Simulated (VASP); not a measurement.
# CuO in VASP: further runs, part 2 of 2

VASP 6.6.1. The steps go on from the part before.

**3. Single point, RPBE**

This run uses another cell than the first one, of 10.30 Å³/atom.

INCAR

```
SYSTEM = CuO
PREC     = Accurate       ! precision mode
ENCUT    = 820            ! plane-wave cutoff, eV
EDIFF    = 1E-6           ! SCF threshold, eV
ISMEAR   = -1             ! smearing method
SIGMA    = 0.05           ! smearing width, eV
LREAL    = .False.        ! projectors in reciprocal space
LASPH    = .True.         ! aspherical terms in the spheres
NELM     = 120            ! most SCF steps
ALGO     = Normal         ! electronic algorithm
ISIF     = 2              ! what is computed and relaxed
LWAVE    = .False.        ! write WAVECAR
LCHARG   = .True.         ! write CHGCAR
GGA      = RP             ! functional
LELF     = .True.         ! ELF
LVHAR    = .True.       
NBANDS   = 33             ! bands
GGA_COMPAT= .False.
```

KPOINTS

```
regular mesh
0
Gamma
  9 9 5
  0 0 0
```

POSCAR

```
CuO
1.0
    2.8405840181      0.0000000000      0.0000000000
    0.0385446830      2.8403655272      0.0000000000
    0.0172589332      0.0170118330      5.1063800938
Cu O
2 2
Direct
    0.0000000000      0.5000000000      0.0000000000
    0.5000000000      0.0000000000      0.5000000000
    0.9984239700      0.0016717800      0.7498871000
    0.0015760300      0.9983282200      0.2501129000
```

Potentials or basis: VASP PAW PBE potentials, release 64 (Cu_sv_GW, O).

Started as:

```sh
> cat potpaw_PBE.64/Cu_sv_GW/POTCAR potpaw_PBE.64/O/POTCAR > POTCAR
> mpirun -np 1 vasp_std > vasp.out
```

OUTCAR:

```text
SYSTEM = CuO
   PREC = Accurate
   ENCUT = 820
   EDIFF = 1E-6
   ISMEAR = -1
   LREAL = .False.
   LASPH = .True.
   NELM = 120
   ISIF = 2
   GGA = RP

 ion  position               nearest neighbor table
   1  0.000  0.500  0.000-   3 1.91   4 1.91   3 1.91   4 1.91
   2  0.500  0.000  0.500-   3 1.91   4 1.91   4 1.91   3 1.91
   3  0.998  0.002  0.750-   2 1.91   2 1.91   1 1.91   1 1.91
   4  0.002  0.998  0.250-   2 1.91   2 1.91   1 1.91   1 1.91

  LATTYP: Found a base centered monoclinic cell.
 ALAT       =    10.9666693254
 B/A-ratio  =     0.3638182808
 C/A-ratio  =     0.4656324948
 COS(beta)  =    -0.9295148209

  Lattice vectors:

 A1 = (   2.8233250849,  -0.0170118330,  -5.1063800938)
 A2 = (   0.0212857498,   2.8233536942,  -5.1063800938)
 A3 = (   0.0172589332,   0.0170118330,   5.1063800938)

Analysis of symmetry for initial positions (statically):
=====================================================================
 Subroutine PRICEL returns:
 Original cell was already a primitive cell.

 Routine SETGRP: Setting up the symmetry group for a
 base centered monoclinic supercell.

 Subroutine GETGRP returns: Found  2 space group operations
 (whereof  2 operations were pure point group operations)
 out of a pool of  4 trial point group operations.

The static configuration has the point symmetry S_2 .

Analysis of symmetry for dynamics (positions and initial velocities):
=====================================================================
 Subroutine PRICEL returns:
 Original cell was already a primitive cell.

 Routine SETGRP: Setting up the symmetry group for a
 base centered monoclinic supercell.

 Subroutine GETGRP returns: Found  2 space group operations
 (whereof  2 operations were pure point group operations)
 out of a pool of  4 trial point group operations.

The dynamic configuration has the point symmetry S_2 .

 Subroutine INISYM returns: Found  2 space group operations
 (whereof  2 operations are pure point group operations),
 and found     1 'primitive' translations

----------------------------------------------------------------------------------------

                                     Primitive cell

  volume of cell :      41.1998

  direct lattice vectors                    reciprocal lattice vectors
     2.840584018  0.000000000  0.000000000     0.352040282 -0.004777301 -0.001173937
     0.038544683  2.840365527  0.000000000     0.000000000  0.352067363 -0.001172907
     0.017258933  0.017011833  5.106380094     0.000000000  0.000000000  0.195833444

  length of vectors
     2.840584018  2.840627047  5.106437597     0.352074653  0.352069316  0.195833444

  position of ions in fractional coordinates (direct lattice)
     0.000000000  0.500000000  0.000000000
     0.500000000  0.000000000  0.500000000
     0.998423970  0.001671780  0.749887100
     0.001576030  0.998328220  0.250112900

  ion indices of the primitive-cell ions
   primitive index   ion index
                 1           1
                 2           2
                 3           3
                 4           4

----------------------------------------------------------------------------------------

 KPOINTS: regular mesh

Automatic generation of k-mesh.
 Grid dimensions read from file:
 generate k-points for:    9    9    5

 Generating k-lattice:

  Cartesian coordinates                     Fractional coordinates (reciprocal lattice)
     0.039115587 -0.000530811 -0.000130437     0.111111111  0.000000000  0.000000000
     0.000000000  0.039118596 -0.000130323     0.000000000  0.111111111  0.000000000
     0.000000000  0.000000000  0.039166689     0.000000000  0.000000000  0.200000000

  Length of vectors
     0.039119406  0.039118813  0.039166689

  Shift w.r.t. Gamma in fractional coordinates (k-lattice)
     0.000000000  0.000000000  0.000000000

 Subroutine IBZKPT returns following result:
 ===========================================

 Found    203 irreducible k-points:

 Following reciprocal coordinates:
            Coordinates               Weight
  0.000000  0.000000  0.000000      1.000000
  0.111111  0.000000  0.000000      2.000000
  0.000000 -0.111111 -0.000000      2.000000
  0.222222  0.000000  0.000000      2.000000
  0.000000 -0.222222 -0.000000      2.000000
  0.333333  0.000000 -0.000000      2.000000
[... 16 lines left out ...]
 -0.111111  0.111111  0.000000      2.000000
  0.222222  0.222222  0.000000      2.000000
 [... further k-points ...]
   k-points           NKPTS =    203   k-points in BZ     NKDIM =    203   number of bands    NBANDS=     33
   number of dos      NEDOS =    301   number of ions     NIONS =      4
   total plane-waves  NPLWV =  37632
   dimension x,y,z NGX =    28 NGY =   28 NGZ =   48
   dimension x,y,z NGXF=    56 NGYF=   56 NGZF=   96
   ions per type =               2   2
   NGX,Y,Z   is equivalent  to a cutoff of  16.39, 16.39, 15.63 a.u.
   NGXF,Y,Z  is equivalent  to a cutoff of  32.77, 32.77, 31.25 a.u.
 SYSTEM =  CuO
   PREC   = accura    normal or accurate (medium, high low for compatibility)
   ISTART =      0    job   : 0-new  1-cont  2-samecut
   ICHARG =      2    charge: 1-file 2-atom 10-const
   ISPIN  =      1    spin polarized calculation?
   LNONCOLLINEAR =      F non collinear calculations
   LSORBIT =      F    spin-orbit coupling
   LASPH  =      T    aspherical Exc in radial PAW
   ENCUT  =  820.0 eV  60.27 Ry    7.76 a.u.   6.63  6.63 11.92*2*pi/ulx,y,z
   NELM   =    120;   NELMIN=  2; NELMDL= -5     # of ELM steps
   EDIFF  = 0.1E-05   stopping-criterion for ELM
   LREAL  =      F    real-space projection
   EDIFFG = 0.1E-04   stopping-criterion for IOM
   NSW    =      0    number of steps for IOM
   IBRION =     -1    ionic relax: 0-MD 1-quasi-New 2-CG
   NFREE  =      0    steps in history (QN), initial steepest desc. (CG)
   ISIF   =      2    stress and relaxation
   ISYM   =      2    0-nonsym 1-usesym 2-fastsym
   POTIM  = 0.5000    time-step for ionic-motion
   TEBEG  =    0.0;   TEEND  =   0.0 temperature during run
   PSTRESS=    0.0 pullay stress
   NELECT =      50.0000    total number of electrons
   NUPDOWN=      -1.0000    fix difference up-down
   EMIN   =  10.00;   EMAX   =-10.00  energy-range for DOS
   EFERMI =   0.00;   METHOD = LEGACY
   ISMEAR =    -1;   SIGMA  =   0.05  broadening in eV -4-tet -1-fermi 0-gaus
   EFERMI_NEDOS =   21; number of points for ismear=-14 and -15
   IALGO  =     38    algorithm
   IMIX   =      4    mixing-type and parameters
     AMIX     =   0.40;   BMIX     =  1.00
     AMIX_MAG =   1.60;   BMIX_MAG =  1.00
  volume/ion in A,a.u.               =      10.30        69.51
  Fermi-wavevector in a.u.,A,eV,Ry     =   1.746224  3.299884 41.488198  3.049297
  Thomas-Fermi vector in A             =   2.817759
   LORBIT       =      0    0 simple, 1 ext, 2 COOP (PROOUT), +10 PAW based schemes
   GGA     = RP    functional components
   LHFCALC =     F    Hartree Fock is set to
   AEXX    =    0.0000 exact exchange contribution
   IVDW    =     0    specifies the selected vdW correction
   LEPSILON=     F    determine dielectric tensor
   LRPA    =     F    only Hartree local field effects (RPA)
 non-spin polarized calculation
  energy-cutoff  :      820.00
  volume of cell :       41.20
 maximum number of plane-waves:      2220
   NGX = 13   NGY = 13   NGZ = 23

 number of electron      50.0000001 magnetization

 Free energy of the ion-electron system (eV)
  ---------------------------------------------------
  ext. energy  EPLUGINS =         0.00000000
  ---------------------------------------------------
  free energy    TOTEN  =       -17.92699737 eV

  energy without entropy =      -17.90796485  energy(sigma->0) =      -17.91748111

 E-fermi :   6.0264     XC(G=0): -11.8545

 val. band max:        6.0254902949   @ k =  -0.4444   0.4444   0.4000
 cond. band min:       6.0266777077   @ k =   0.4444   0.4444   0.4000
 fundamental gap:      0.0011874128
 Fermi energy:         6.0264470952

 k-point     1 :       0.0000    0.0000    0.0000
  band No.  band energies     occupation
      1    -107.0970      2.00000
      2    -107.0928      2.00000
      3     -64.5086      2.00000
      4     -64.5039      2.00000
      5     -64.4731      2.00000
      6     -64.4647      2.00000
[... 853 lines left out ...]
     32      18.5692      0.00000
     33      22.2285      0.00000

 [... further k-points ...]

------------------------ aborting loop because EDIFF is reached ----------------------------------------

  FORCE on cell =-STRESS in cart. coord.  units (eV):
  Direction    XX          YY          ZZ          XY          YZ          ZX
  --------------------------------------------------------------------------------------
  -------------------------------------------------------------------------------------
  Total        4.6060864      4.5877181      5.2653529      0.0133471      0.0156784      0.0108121
  in kB      179.1214726    178.4071675    204.7590260      0.5190407      0.6096997      0.4204627
  external PRESSURE =     187.4292220 kB  Pullay stress =       0.0000000 kB

 VOLUME and BASIS-vectors are now :
 -----------------------------------------------------------------------------
  energy-cutoff  :      820.00
  volume of cell :       41.20
      direct lattice vectors                 reciprocal lattice vectors
     2.840584018  0.000000000  0.000000000     0.352040282 -0.004777301 -0.001173937
     0.038544683  2.840365527  0.000000000     0.000000000  0.352067363 -0.001172907
     0.017258933  0.017011833  5.106380094     0.000000000  0.000000000  0.195833444

 POSITION                                       TOTAL-FORCE (eV/Angst)
 -----------------------------------------------------------------------------------
      0.01927      1.42018      0.00000         0.000000      0.000000      0.000000
      1.42892      0.00851      2.55319         0.000000      0.000000      0.000000
      2.84911      0.01751      3.82921        -0.000867     -0.000862      0.011610
      0.04727      2.83987      1.27717         0.000867      0.000862     -0.011610
 -----------------------------------------------------------------------------------
    total drift:                                0.000000      0.000000      0.000000

  FREE ENERGIE OF THE ION-ELECTRON SYSTEM (eV)
  ---------------------------------------------------
  free  energy   TOTEN  =       -17.9269973687 eV

  energy  without entropy=      -17.9079648524  energy(sigma->0) =      -17.91748111
```

Run time: 6.4 min. Hardware: 1 thread of Intel Xeon Platinum 8488C (Sapphire Rapids), shared host; peak memory 0.59 GiB.

What came out:

| Item | Value |
| --- | --- |
| Free energy | -17.9270 eV |
| Pressure | 18.7 GPa |
| Largest force | 0.012 eV/Å |
| Band gap on the k mesh | zero (bands 25 and 26 overlap by 0.96 eV) |

Forces on the atoms (eV/Å):
```
Cu   0.000  0.000  0.000
Cu   0.000  0.000  0.000
O   -0.001 -0.001  0.012
O    0.001  0.001 -0.012
```

Caveat: the cell stands under pressure; the PAW data sets were made with another functional, which shifts forces and pressure a little; semilocal functionals often make such compounds metallic where correlation or magnetic order opens a gap, which also shifts bond lengths.

The gap in the log of VASP goes by the Fermi energy; the results here count the filled bands.